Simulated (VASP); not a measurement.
# ZnO (Pm-3m) in VASP: a series of runs, part 2 of 2

VASP 6.6.1.

### 4 Relaxation of cell and atoms, PBE

This run uses another cell than the first one, of 5.64 Å³/atom.

Input file INCAR:

```
PREC = Accurate ; ENCUT = 1340
EDIFF = 1E-7 ; ISMEAR = -1
SIGMA = 0.02 ; LREAL = F
LASPH = T ; NELM = 120
ALGO = Normal ; ISIF = 3
LWAVE = F ; LCHARG = F
GGA = PE ; IBRION = 2
NSW = 80 ; EDIFFG = -0.005
GGA_COMPAT = F ; NELMIN = 4
```

Input file KPOINTS:

```
regular mesh
0
Gamma
  10 10 10
```

Input file POSCAR:

```
ZnO
1.0
    2.2428406736      0.0000000000      0.0000000000
    0.0000000000      2.2428406736      0.0000000000
    0.0000000000      0.0000000000      2.2428406736
Zn O
1 1
Direct
    0.0000000000      0.0000000000      0.0000000000
    0.5000000000      0.5000000000      0.5000000000
```

Potentials or basis: VASP PAW PBE potentials, release 64 (Zn, O_h).

Command:

```bash
$ cat potpaw_PBE.64/Zn/POTCAR potpaw_PBE.64/O_h/POTCAR > POTCAR
$ mpirun -np 1 vasp_std > vasp.out
```

OUTCAR:

```text
PREC = Accurate
   ENCUT = 1340
   EDIFF = 1E-7
   ISMEAR = -1
   LREAL = F
   LASPH = T
   NELM = 120
   ISIF = 3
   GGA = PE
   IBRION = 2
   NSW = 80
   EDIFFG = -0.005
   NELMIN = 4

 ion  position               nearest neighbor table
   1  0.000  0.000  0.000-   2 1.94   2 1.94   2 1.94   2 1.94   2 1.94   2 1.94   2 1.94   2 1.94

   2  0.500  0.500  0.500-   1 1.94   1 1.94   1 1.94   1 1.94   1 1.94   1 1.94   1 1.94   1 1.94

  LATTYP: Found a simple cubic cell.
 ALAT       =     2.2428406736

  Lattice vectors:

 A1 = (   2.2428406736,   0.0000000000,   0.0000000000)
 A2 = (   0.0000000000,   2.2428406736,   0.0000000000)
 A3 = (   0.0000000000,   0.0000000000,   2.2428406736)

Analysis of symmetry for initial positions (statically):
=====================================================================
 Subroutine PRICEL returns:
 Original cell was already a primitive cell.

[... 164 lines left out ...]
 Free energy of the ion-electron system (eV)
  ---------------------------------------------------
  ext. energy  EPLUGINS =         0.00000000
  ---------------------------------------------------
  free energy    TOTEN  =        -2.72746230 eV

  energy without entropy =       -2.72746230  energy(sigma->0) =       -2.72746230

 E-fermi :  11.3259     XC(G=0): -15.9223

 val. band max:       10.9003942318   @ k =   0.5000   0.0000   0.0000
 cond. band min:      14.5640389792   @ k =   0.0000   0.0000   0.0000
 fundamental gap:      3.6636447474
 Fermi energy:        11.3259170216
[... 1421 lines left out ...]
--------------------------------------- Ionic step        8  -------------------------------------------

 number of electron      17.9999994 magnetization

 Free energy of the ion-electron system (eV)
  ---------------------------------------------------
  ext. energy  EPLUGINS =         0.00000000
  ---------------------------------------------------
  free energy    TOTEN  =        -7.48921433 eV

  energy without entropy =       -7.48904244  energy(sigma->0) =       -7.48912838

 E-fermi :   3.5416     XC(G=0): -12.4876

 val. band max:        3.4896898182   @ k =   0.5000   0.0000   0.0000
 cond. band min:       3.8955887422   @ k =   0.1000   0.0000   0.0000
 fundamental gap:      0.4058989240
 Fermi energy:         3.5415669210
[... 413 lines left out ...]
  FREE ENERGIE OF THE ION-ELECTRON SYSTEM (eV)
  ---------------------------------------------------
  free  energy   TOTEN  =        -7.4892143268 eV

  energy  without entropy=       -7.4890424405  energy(sigma->0) =       -7.48912838

 reached required accuracy - stopping structural energy minimisation
```

OSZICAR:

```text
N       E                     dE             d eps       ncg     rms          rms(c)
DAV:   1     0.174606740905E+03    0.17461E+03   -0.18202E+04  1552   0.475E+03
DAV:   2     0.833892221988E+01   -0.16627E+03   -0.15205E+03  1544   0.581E+02
DAV:   3    -0.471788396748E+01   -0.13057E+02   -0.12927E+02  1611   0.142E+02
DAV:   4    -0.488201294315E+01   -0.16413E+00   -0.16396E+00  1656   0.161E+01
[... 97 lines left out ...]
DAV:   2    -0.748926369152E+01    0.39863E-03   -0.11062E-03  1771   0.879E-01    0.542E-02
DAV:   3    -0.748922705232E+01    0.36639E-04   -0.37058E-05  1868   0.160E-01    0.269E-02
DAV:   4    -0.748921431223E+01    0.12740E-04   -0.82070E-06  2495   0.754E-02    0.332E-03
DAV:   5    -0.748921430847E+01    0.37580E-08   -0.19358E-06  1654   0.195E-02    0.149E-03
DAV:   6    -0.748921432679E+01   -0.18314E-07   -0.10815E-07   812   0.368E-03
   8 F= -.74892143E+01 E0= -.74891284E+01  d E =-.371468E-03
```

CONTCAR:

```text
ZnO
   1.00000000000000
     2.6908635617160677    0.0000000000000000    0.0000000000000000
    -0.0000000000000000    2.6908635617160677    0.0000000000000000
    -0.0000000000000000   -0.0000000000000000    2.6908635617160677
  Zn              O
     1     1
Direct
     0.0000000000000000    0.0000000000000000    0.0000000000000000
     0.5000000000000000    0.5000000000000000    0.5000000000000000

  0.00000000E+00  0.00000000E+00  0.00000000E+00
  0.00000000E+00  0.00000000E+00  0.00000000E+00
```

Run time: 2.2 min. Hardware: 1 thread of Intel Xeon Platinum 8488C (Sapphire Rapids), shared host; peak memory 0.19 GiB.

What came out:

```
Free energy                           : -7.4892 eV
Relaxed volume                        : 9.74 Å³/atom
Relaxed cell                          : a = 2.691 Å, b = 2.691 Å, c = 2.691 Å, α = 90.00°, β = 90.00°, γ = 90.00°
Space group after relaxing (to 0.1 Å) : Pm-3m (No. 221)
Energy gained by relaxing             : 2380.9 meV/atom
Ionic steps                           : 8
Pressure after relaxing               : 0.0 GPa
Band gap on the k mesh                : zero (bands 9 and 10 overlap by 0.87 eV)
```

The path:
| step | energy change (eV) | largest force (eV/Å) | pressure (GPa) | volume (Å³) |
| --- | --- | --- | --- | --- |
| 1 | 0.0000 | 0.0000 | 309.09 | 11.28 |
| 2 | -1.1060 | 0.0000 | -38.17 | 40.01 |
| 3 | -4.7046 | 0.0000 | -10.68 | 21.04 |
| 4 | -4.7442 | 0.0000 | -6.42 | 20.33 |
| 5 | -4.7616 | 0.0000 | 0.63 | 19.41 |
| 6 | -4.7614 | 0.0000 | -0.99 | 19.60 |
| 7 | -4.7617 | 0.0000 | 0.26 | 19.45 |
| 8 | -4.7618 | 0.0000 | 0.01 | 19.48 |

Final structure:
```
Zn O
1.0
     2.69086    0.00000    0.00000
     0.00000    2.69086    0.00000
     0.00000    0.00000    2.69086
Zn O
1 1
Direct
  0.00000 0.00000 0.00000
  0.50000 0.50000 0.50000
```

Caveat: the volume moved by over 15 % at a fixed basis, so the end points are rough; the structure was generated, so it needn't be the stable form of ZnO.

### 5 Single point, r2SCAN

Input file POSCAR:

```
ZnO
1.0
    2.6461709597      0.0000000000      0.0000000000
    0.0000000000      2.6461709597      0.0000000000
    0.0000000000      0.0000000000      2.6461709597
Zn O
1 1
Direct
    0.0000000000      0.0000000000      0.0000000000
    0.5000000000      0.5000000000      0.5000000000
```

Input file INCAR.step1:

```
SYSTEM = ZnO
PREC = Accurate
ENCUT = 1480
ISMEAR = -1
SIGMA = 0.02
LREAL = .False.
LASPH = .True.
NELM = 120
NBANDS = 16
GGA = PE
ALGO = Normal
EDIFF = 1E-5
LWAVE = .True.
LCHARG = .False.
GGA_COMPAT = .False.
```

Input file INCAR.step2:

```
SYSTEM = ZnO
PREC = Accurate
ENCUT = 1480
EDIFF = 1E-6
ISMEAR = -1
SIGMA = 0.02
LREAL = .False.
LASPH = .True.
NELM = 120
ALGO = Normal
ISIF = 2
LWAVE = .False.
LCHARG = .True.
METAGGA = R2SCAN
LMIXTAU = .True.
LELF = .True.
LVHAR = .True.
NBANDS = 16
ISTART = 1
GGA_COMPAT = .False.
```

Input file KPOINTS:

```
Automatic mesh
0
Gamma
  10 10 10
  0 0 0
```

Potentials or basis: VASP PAW PBE potentials, release 64 (Zn, O_h).

Command:

```bash
$ cat potpaw_PBE.64/Zn/POTCAR potpaw_PBE.64/O_h/POTCAR > POTCAR
$ cp INCAR.step1 INCAR
$ mpirun -np 1 vasp_std > vasp.out
$ cp INCAR.step2 INCAR
$ mpirun -np 1 vasp_std > vasp.out
```

OUTCAR:

```text
SYSTEM = ZnO
   PREC = Accurate
   ENCUT = 1480
   EDIFF = 1E-6
   ISMEAR = -1
   LREAL = .False.
   LASPH = .True.
   NELM = 120
   ISIF = 2
   METAGGA = R2SCAN
   ISTART = 1

 ion  position               nearest neighbor table
   1  0.000  0.000  0.000-
   2  0.500  0.500  0.500-

  LATTYP: Found a simple cubic cell.
 ALAT       =     2.6461709597

  Lattice vectors:

 A1 = (   2.6461709597,   0.0000000000,   0.0000000000)
 A2 = (   0.0000000000,   2.6461709597,   0.0000000000)
 A3 = (   0.0000000000,   0.0000000000,   2.6461709597)

Analysis of symmetry for initial positions (statically):
=====================================================================
 Subroutine PRICEL returns:
 Original cell was already a primitive cell.

 Routine SETGRP: Setting up the symmetry group for a
 simple cubic supercell.

 Subroutine GETGRP returns: Found 48 space group operations
 (whereof 48 operations were pure point group operations)
 out of a pool of 48 trial point group operations.

[... 153 lines left out ...]

 Free energy of the ion-electron system (eV)
  ---------------------------------------------------
  ext. energy  EPLUGINS =         0.00000000
  ---------------------------------------------------
  free energy    TOTEN  =       -16.69694456 eV

  energy without entropy =      -16.69678115  energy(sigma->0) =      -16.69686286

 E-fermi :   3.7228     XC(G=0): -13.5631

 val. band max:        3.6741482422   @ k =   0.5000   0.0000   0.0000
 cond. band min:       4.7128752640   @ k =   0.1000   0.0000   0.0000
 fundamental gap:      1.0387270218
 Fermi energy:         3.7228369938

 k-point     1 :       0.0000    0.0000    0.0000
  band No.  band energies     occupation
      1     -16.1040      2.00000
      2      -3.0106      2.00000
      3      -3.0106      2.00000
      4      -1.8679      2.00000
      5      -1.8679      2.00000
      6      -1.8679      2.00000
[... 433 lines left out ...]
      3      -2.8599      2.00000
      4      -2.3930      2.00000
      5      -2.2843      2.00000
      6      -1.9317      2.00000
[... 8 lines left out ...]
     15      29.2331      0.00000
     16      29.3566      0.00000

 [... further k-points ...]
[... 5 lines left out ...]
  --------------------------------------------------------------------------------------
  -------------------------------------------------------------------------------------
  Total        0.1555600      0.1555600      0.1555600     -0.0000000     -0.0000000      0.0000000
  in kB       13.4510039     13.4510039     13.4510039     -0.0000000     -0.0000000      0.0000000
  external PRESSURE =      13.4510039 kB  Pullay stress =       0.0000000 kB

 VOLUME and BASIS-vectors are now :
 -----------------------------------------------------------------------------
  energy-cutoff  :     1480.00
  volume of cell :       18.53
      direct lattice vectors                 reciprocal lattice vectors
     2.646170960  0.000000000  0.000000000     0.377904533  0.000000000  0.000000000
     0.000000000  2.646170960  0.000000000     0.000000000  0.377904533  0.000000000
     0.000000000  0.000000000  2.646170960     0.000000000  0.000000000  0.377904533

 POSITION                                       TOTAL-FORCE (eV/Angst)
 -----------------------------------------------------------------------------------
      0.00000      0.00000      0.00000         0.000000      0.000000      0.000000
      1.32309      1.32309      1.32309         0.000000      0.000000      0.000000
 -----------------------------------------------------------------------------------
    total drift:                                0.000000      0.000000      0.000000

  FREE ENERGIE OF THE ION-ELECTRON SYSTEM (eV)
  ---------------------------------------------------
  free  energy   TOTEN  =       -16.6969445601 eV

  energy  without entropy=      -16.6967811506  energy(sigma->0) =      -16.69686286
```

OUTCAR.step1:

```text
SYSTEM = ZnO
   PREC = Accurate
   ENCUT = 1480
   ISMEAR = -1
   LREAL = .False.
   LASPH = .True.
[... 677 lines left out ...]
      0.00000      0.00000      0.00000         0.000000      0.000000      0.000000
      1.32309      1.32309      1.32309         0.000000      0.000000      0.000000
 -----------------------------------------------------------------------------------
    total drift:                                0.000000      0.000000      0.000000

  FREE ENERGIE OF THE ION-ELECTRON SYSTEM (eV)
  ---------------------------------------------------
  free  energy   TOTEN  =        -7.4723008211 eV

  energy  without entropy=       -7.4721388384  energy(sigma->0) =       -7.47221983
```

OSZICAR.step1:

```text
N       E                     dE             d eps       ncg     rms          rms(c)
DAV:   1     0.174451636116E+03    0.17445E+03   -0.17704E+04  1808   0.356E+03
DAV:   2     0.445473806253E+01   -0.17000E+03   -0.15323E+03  2168   0.536E+02
DAV:   3    -0.908731207176E+01   -0.13542E+02   -0.13305E+02  1888   0.120E+02
DAV:   4    -0.922668761877E+01   -0.13938E+00   -0.13931E+00  2104   0.127E+01
DAV:   5    -0.922711123406E+01   -0.42362E-03   -0.42361E-03  2016   0.750E-01    0.880E+00
DAV:   6    -0.754101192741E+01    0.16861E+01   -0.30812E+00  2592   0.625E+01    0.620E+00
DAV:   7    -0.750132862892E+01    0.39683E-01   -0.46755E-01  1912   0.119E+01    0.324E+00
DAV:   8    -0.747406369664E+01    0.27265E-01   -0.89265E-02  1944   0.314E+00    0.588E-01
DAV:   9    -0.747226575950E+01    0.17979E-02   -0.33933E-03  2624   0.100E+00    0.117E-01
DAV:  10    -0.747228634609E+01   -0.20587E-04   -0.75737E-04  1880   0.250E-01    0.612E-02
DAV:  11    -0.747230233631E+01   -0.15990E-04   -0.21987E-05  1992   0.549E-02    0.123E-02
DAV:  12    -0.747230082114E+01    0.15152E-05   -0.84805E-07  1080   0.133E-02
   1 F= -.74723008E+01 E0= -.74722198E+01  d E =-.161983E-03
```

Wall time 2.3 min (1 thread of Intel Xeon Platinum 8488C (Sapphire Rapids), shared host); peak memory 0.26 GiB.

Results:

```
Free energy            : -16.6969 eV
Pressure               : 1.3 GPa
Band gap on the k mesh : zero (bands 9 and 10 overlap by 0.04 eV)
```

Caveat: the structure was generated, so it needn't be the stable form of ZnO; semilocal functionals underestimate gaps, and a narrow one can read as zero; the PAW data sets were made with another functional, which shifts forces and pressure a little.

### 6 Overview

| task | level | potentials or basis | cell | k mesh | cutoff (eV) | gap on the mesh (eV) | pressure (GPa) |
| --- | --- | --- | --- | --- | --- | --- | --- |
| single point | LDA | VASP PAW LDA potentials, release 64 (Zn, O_h) | a = 2.646 Å, 2 atoms | 10 × 10 × 10 | 1340 | none | -6.3 |
| single point | PBEsol | VASP PAW PBE potentials, release 64 (Zn, O_h) | a = 2.645 Å, 2 atoms | 8 × 8 × 8 | 1340 | none | 0.9 |
| relaxation of cell and atoms | PBE | VASP PAW PBE potentials, release 64 (Zn, O_h) | relaxed from a = 2.243 Å, 2 atoms | 10 × 10 × 10 | 1340 | none | 0.0 |
| single point | r2SCAN | VASP PAW PBE potentials, release 64 (Zn, O_h) | a = 2.646 Å, 2 atoms | 10 × 10 × 10 | 1480 | none | 1.3 |

Alike in all rows: no spin polarisation; smearing fermi-dirac 0.02 eV.

Caveats: the structure was generated, so it needn't be the stable form of ZnO; semilocal functionals underestimate gaps, and a narrow one can read as zero (at least some runs); the PAW data sets were made with another functional, which shifts forces and pressure a little (at least some runs); the cell stands under tension (at least some runs); the volume moved by over 15 % at a fixed basis, so the end points are rough (at least some runs).

Absolute energies hang on the potentials; compare differences alone.

The gap in the log of VASP goes by the Fermi energy; the results here count the filled bands.